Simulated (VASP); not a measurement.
# Nb (P6_3/mmc) in VASP: a series of runs

The runs below take Nb through single point, with PBE.

All numbers are computed with VASP 6.6.1; they aren't measurements. Logs are shortened: lines on timing, memory, paths and dates and some standing lists are left out, and cuts for length are marked.

## 1. The cell of the first run

Symmetry: P6_3/mmc, No. 194, hexagonal system. The conventional cell has a = 2.888 Å, b = 2.888 Å, c = 5.286 Å, α = 90.00°, β = 90.00°, γ = 120.00°. Within 3.8 Å of Nb (site symmetry -6m2) lie 12 Nb at 2.89 to 3.12 Å.

This isn't the form of Nb at room conditions, which is bcc.

## 2. Single point, PBE

INCAR

```
PREC = Accurate ; ENCUT = 520
EDIFF = 1E-6 ; ISMEAR = -1
SIGMA = 0.08 ; LREAL = False
LASPH = True ; NELM = 80
ALGO = Normal ; ISIF = 2
LWAVE = False ; LCHARG = True
GGA = PE ; LELF = True
LVHAR = True ; NBANDS = 20
```

KPOINTS

```
Automatic mesh
0
Gamma
  15 15 8
```

POSCAR

```
Nb
1.0
    2.8875250571      0.0000000000      0.0000000000
   -1.4437625285      2.5006700535      0.0000000000
    0.0000000000      0.0000000000      5.2862943585
Nb
2
Direct
    0.3333333333      0.6666666667      0.2500000000
    0.6666666667      0.3333333333      0.7500000000
```

Potentials or basis: VASP PAW PBE potentials, release 64 (Nb_sv).

Run with:

```sh
$ cat potpaw_PBE.64/Nb_sv/POTCAR > POTCAR
$ mpirun -np 1 vasp_std > vasp.out
```

OUTCAR:

```text
PREC = Accurate
   ENCUT = 520
   EDIFF = 1E-6
   ISMEAR = -1
   LREAL = False
   LASPH = True
   NELM = 80
   ISIF = 2
   GGA = PE

 ion  position               nearest neighbor table
   1  0.333  0.667  0.250-
   2  0.667  0.333  0.750-

  LATTYP: Found a hexagonal cell.
 ALAT       =     2.8875250571
 C/A-ratio  =     1.8307354063

  Lattice vectors:

 A1 = (   2.8875250571,   0.0000000000,   0.0000000000)
 A2 = (  -1.4437625285,   2.5006700535,   0.0000000000)
 A3 = (   0.0000000000,   0.0000000000,   5.2862943585)

Analysis of symmetry for initial positions (statically):
=====================================================================
 Subroutine PRICEL returns:
 Original cell was already a primitive cell.

 Routine SETGRP: Setting up the symmetry group for a
 hexagonal supercell.

 Subroutine GETGRP returns: Found 24 space group operations
 (whereof 12 operations were pure point group operations)
 out of a pool of 24 trial point group operations.

The static configuration has the point symmetry D_3d.
 The point group associated with its full space group is D_6h.

Analysis of symmetry for dynamics (positions and initial velocities):
=====================================================================
 Subroutine PRICEL returns:
 Original cell was already a primitive cell.

 Routine SETGRP: Setting up the symmetry group for a
 hexagonal supercell.

 Subroutine GETGRP returns: Found 24 space group operations
 (whereof 12 operations were pure point group operations)
 out of a pool of 24 trial point group operations.

The dynamic configuration has the point symmetry D_3d.
 The point group associated with its full space group is D_6h.

 Subroutine INISYM returns: Found 24 space group operations
 (whereof 12 operations are pure point group operations),
 and found     1 'primitive' translations

----------------------------------------------------------------------------------------

                                     Primitive cell

  volume of cell :      38.1710

  direct lattice vectors                    reciprocal lattice vectors
     2.887525057  0.000000000  0.000000000     0.346317341  0.199946410  0.000000000
    -1.443762528  2.500670053  0.000000000     0.000000000  0.399892820  0.000000000
     0.000000000  0.000000000  5.286294359     0.000000000  0.000000000  0.189168429

  length of vectors
     2.887525057  2.887525057  5.286294359     0.399892820  0.399892820  0.189168429

  position of ions in fractional coordinates (direct lattice)
     0.333333333  0.666666667  0.250000000
     0.666666667  0.333333333  0.750000000

  ion indices of the primitive-cell ions
   primitive index   ion index
                 1           1
                 2           2

----------------------------------------------------------------------------------------

 KPOINTS: Automatic mesh

Automatic generation of k-mesh.
 Grid dimensions read from file:
 generate k-points for:   15   15    8

 Generating k-lattice:

  Cartesian coordinates                     Fractional coordinates (reciprocal lattice)
     0.023087823  0.013329761  0.000000000     0.066666667  0.000000000  0.000000000
     0.000000000  0.026659521  0.000000000     0.000000000  0.066666667  0.000000000
     0.000000000  0.000000000  0.023646054     0.000000000  0.000000000  0.125000000

  Length of vectors
     0.026659521  0.026659521  0.023646054

  Shift w.r.t. Gamma in fractional coordinates (k-lattice)
     0.000000000  0.000000000  0.000000000

 Subroutine IBZKPT returns following result:
 ===========================================

 Found    135 irreducible k-points:

 Following reciprocal coordinates:
            Coordinates               Weight
  0.000000  0.000000  0.000000      1.000000
  0.066667 -0.000000  0.000000      6.000000
  0.133333 -0.000000  0.000000      6.000000
  0.200000  0.000000  0.000000      6.000000
  0.266667 -0.000000  0.000000      6.000000
  0.333333 -0.000000  0.000000      6.000000
[... 16 lines left out ...]
  0.333333  0.200000  0.000000     12.000000
  0.400000  0.200000  0.000000      6.000000
 [... further k-points ...]
   k-points           NKPTS =    135   k-points in BZ     NKDIM =    135   number of bands    NBANDS=     20
   number of dos      NEDOS =    301   number of ions     NIONS =      2
   total plane-waves  NPLWV =  23040
   dimension x,y,z NGX =    24 NGY =   24 NGZ =   40
   dimension x,y,z NGXF=    48 NGYF=   48 NGZF=   80
   ions per type =               2
   NGX,Y,Z   is equivalent  to a cutoff of  13.82, 13.82, 12.58 a.u.
   NGXF,Y,Z  is equivalent  to a cutoff of  27.64, 27.64, 25.16 a.u.
 SYSTEM =  unknown system
   PREC   = accura    normal or accurate (medium, high low for compatibility)
   ISTART =      0    job   : 0-new  1-cont  2-samecut
   ICHARG =      2    charge: 1-file 2-atom 10-const
   ISPIN  =      1    spin polarized calculation?
   LNONCOLLINEAR =      F non collinear calculations
   LSORBIT =      F    spin-orbit coupling
   LASPH  =      T    aspherical Exc in radial PAW
   ENCUT  =  520.0 eV  38.22 Ry    6.18 a.u.   5.37  5.37  9.83*2*pi/ulx,y,z
   NELM   =     80;   NELMIN=  2; NELMDL= -5     # of ELM steps
   EDIFF  = 0.1E-05   stopping-criterion for ELM
   LREAL  =      F    real-space projection
   EDIFFG = 0.1E-04   stopping-criterion for IOM
   NSW    =      0    number of steps for IOM
   IBRION =     -1    ionic relax: 0-MD 1-quasi-New 2-CG
   NFREE  =      0    steps in history (QN), initial steepest desc. (CG)
   ISIF   =      2    stress and relaxation
   ISYM   =      2    0-nonsym 1-usesym 2-fastsym
   POTIM  = 0.5000    time-step for ionic-motion
   TEBEG  =    0.0;   TEEND  =   0.0 temperature during run
   PSTRESS=    0.0 pullay stress
   NELECT =      26.0000    total number of electrons
   NUPDOWN=      -1.0000    fix difference up-down
   EMIN   =  10.00;   EMAX   =-10.00  energy-range for DOS
   EFERMI =   0.00;   METHOD = LEGACY
   ISMEAR =    -1;   SIGMA  =   0.08  broadening in eV -4-tet -1-fermi 0-gaus
   EFERMI_NEDOS =   21; number of points for ismear=-14 and -15
   IALGO  =     38    algorithm
   IMIX   =      4    mixing-type and parameters
     AMIX     =   0.40;   BMIX     =  1.00
     AMIX_MAG =   1.60;   BMIX_MAG =  1.00
  volume/ion in A,a.u.               =      19.09       128.80
  Fermi-wavevector in a.u.,A,eV,Ry     =   1.440417  2.721993 28.229367  2.074800
  Thomas-Fermi vector in A             =   2.559163
   LORBIT       =      0    0 simple, 1 ext, 2 COOP (PROOUT), +10 PAW based schemes
   GGA     = PE    functional components
   LHFCALC =     F    Hartree Fock is set to
   AEXX    =    0.0000 exact exchange contribution
   IVDW    =     0    specifies the selected vdW correction
   LEPSILON=     F    determine dielectric tensor
   LRPA    =     F    only Hartree local field effects (RPA)
 non-spin polarized calculation
  energy-cutoff  :      520.00
  volume of cell :       38.17
 maximum number of plane-waves:      1063
 NGX is ok and might be reduce to    24
   NGX = 11   NGY = 11   NGZ = 19

 number of electron      26.0000002 magnetization

 Free energy of the ion-electron system (eV)
  ---------------------------------------------------
  ext. energy  EPLUGINS =         0.00000000
  ---------------------------------------------------
  free energy    TOTEN  =       -19.86511362 eV

  energy without entropy =      -19.80535229  energy(sigma->0) =      -19.83523296

 E-fermi :  10.7349     XC(G=0): -12.1870

 val. band max:       10.7308968060   @ k =   0.2667  -0.0000   0.5000
 cond. band min:      10.7471127435   @ k =   0.0667   0.0667   0.5000
 fundamental gap:      0.0162159375
 Fermi energy:        10.7349454340

 k-point     1 :       0.0000    0.0000    0.0000
  band No.  band energies     occupation
      1     -44.0378      2.00000
      2     -43.9270      2.00000
      3     -20.4786      2.00000
      4     -19.6308      2.00000
      5     -19.4071      2.00000
      6     -19.4071      2.00000
[... 12 lines left out ...]
     19      14.8815      0.00000
     20      14.8815      0.00000

 k-point     2 :       0.0667   -0.0000    0.0000
  band No.  band energies     occupation
      1     -44.0289      2.00000
      2     -43.9201      2.00000
      3     -20.4625      2.00000
      4     -19.6311      2.00000
      5     -19.4621      2.00000
      6     -19.4215      2.00000
[... 12 lines left out ...]
     19      14.9272      0.00000
     20      15.2831      0.00000

 k-point     3 :       0.1333   -0.0000    0.0000
  band No.  band energies     occupation
      1     -44.0034      2.00000
      2     -43.9008      2.00000
      3     -20.4159      2.00000
      4     -19.6329      2.00000
      5     -19.6166      2.00000
      6     -19.5417      2.00000
[... 12 lines left out ...]
     19      15.0142      0.00000
     20      16.1666      0.00000

 k-point     4 :       0.2000    0.0000    0.0000
  band No.  band energies     occupation
      1     -43.9651      2.00000
      2     -43.8726      2.00000
      3     -20.3438      2.00000
      4     -19.8413      2.00000
      5     -19.7626      2.00000
      6     -19.6386      2.00000
[... 12 lines left out ...]
     19      15.0763      0.00000
     20      17.2125      0.00000

 k-point     5 :       0.2667   -0.0000    0.0000
  band No.  band energies     occupation
      1     -43.9200      2.00000
      2     -43.8407      2.00000
      3     -20.2544      2.00000
      4     -20.0949      2.00000
      5     -20.0074      2.00000
      6     -19.6513      2.00000
[... 12 lines left out ...]
     19      15.0944      0.00000
     20      18.2670      0.00000
[... 353 lines left out ...]
      6     -19.7486      2.00000
[... 12 lines left out ...]
     19      15.6625      0.00000
     20      19.3867      0.00000

 k-point    22 :       0.2667    0.2000    0.0000
  band No.  band energies     occupation
      1     -43.8291      2.00000
      2     -43.7846      2.00000
      3     -20.3730      2.00000
      4     -20.3146      2.00000
      5     -20.0478      2.00000
      6     -19.8600      2.00000
[... 12 lines left out ...]
     19      16.8639      0.00000
     20      20.1661      0.00000

 k-point    23 :       0.3333    0.2000    0.0000
  band No.  band energies     occupation
      1     -43.8029      2.00000
      2     -43.7732      2.00000
      3     -20.4576      2.00000
      4     -20.3634      2.00000
      5     -19.9726      2.00000
      6     -19.9477      2.00000
[... 12 lines left out ...]
     19      17.8114      0.00000
     20      19.7560      0.00000

 k-point    24 :       0.4000    0.2000    0.0000
  band No.  band energies     occupation
      1     -43.7925      2.00000
      2     -43.7703      2.00000
      3     -20.4870      2.00000
      4     -20.3782      2.00000
      5     -19.9813      2.00000
      6     -19.9374      2.00000
[... 12 lines left out ...]
     19      18.2044      0.00000
     20      19.2500      0.00000

 [... further k-points ...]
[... 5 lines left out ...]
  --------------------------------------------------------------------------------------
  -------------------------------------------------------------------------------------
  Total       -0.8552206     -0.8552206     -0.8599396     -0.0000000      0.0000000      0.0000000
  in kB      -35.8967590    -35.8967590    -36.0948318     -0.0000000      0.0000000      0.0000000
  external PRESSURE =     -35.9627833 kB  Pullay stress =       0.0000000 kB

 VOLUME and BASIS-vectors are now :
 -----------------------------------------------------------------------------
  energy-cutoff  :      520.00
  volume of cell :       38.17
      direct lattice vectors                 reciprocal lattice vectors
     2.887525057  0.000000000  0.000000000     0.346317341  0.199946410  0.000000000
    -1.443762528  2.500670053  0.000000000     0.000000000  0.399892820  0.000000000
     0.000000000  0.000000000  5.286294359     0.000000000  0.000000000  0.189168429

 POSITION                                       TOTAL-FORCE (eV/Angst)
 -----------------------------------------------------------------------------------
     -0.00000      1.66711      1.32157        -0.000000     -0.000000      0.000000
      1.44376      0.83356      3.96472         0.000000      0.000000      0.000000
 -----------------------------------------------------------------------------------
    total drift:                                0.000000     -0.000000      0.000000

  FREE ENERGIE OF THE ION-ELECTRON SYSTEM (eV)
  ---------------------------------------------------
  free  energy   TOTEN  =       -19.8651136200 eV

  energy  without entropy=      -19.8053522912  energy(sigma->0) =      -19.83523296
```

It took 80 s on 1 thread of Intel Xeon 8259CL, shared host; peak memory 0.22 GiB.

Results:

```yaml
Free_energy: -19.8651 eV
Pressure: -3.6 GPa
Band_gap_on_the_k_mesh: zero (bands 13 and 14 overlap by 2.58 eV)
```

Caveat: the cell stands under tension.

## 3. Single point, PBE

INCAR

```
SYSTEM = Nb
PREC = Accurate ; ENCUT = 520
EDIFF = 1E-7 ; ISMEAR = -1
SIGMA = 0.08 ; LREAL = .False.
LASPH = .True. ; NELM = 80
ALGO = Normal ; ISIF = 2
LWAVE = .False. ; LCHARG = .False.
GGA = PE ; NBANDS = 20
```

KPOINTS

```
regular mesh
0
Gamma
  15 15 8
  0 0 0
```

POSCAR is that of step 2.

Potentials or basis: VASP PAW PBE potentials, release 64 (Nb_sv).

Run with:

```sh
$ cat potpaw_PBE.64/Nb_sv/POTCAR > POTCAR
$ mpirun -np 1 vasp_std > vasp.out
```

Run time: 84 s. Hardware: 1 thread of Intel Xeon 8259CL, shared host; peak memory 0.22 GiB.

Results (log left out):

```
Free energy            : -19.8651 eV
Pressure               : -3.6 GPa
Band gap on the k mesh : zero (bands 13 and 14 overlap by 2.58 eV)
```

Levels at points of the mesh, in eV from the Fermi level:
```csv
k point,band 10,band 11,band 12,band 13,band 14,band 15,band 16,band 17
"(0.00, 0.00, 0.00)",-3.83,-0.95,0.34,0.34,0.36,0.76,0.76,2.53
"(0.00, 0.00, 0.50)",-4.62,-1.22,-1.22,0.40,0.40,0.40,0.40,3.56
```

Caveat: the cell stands under tension.
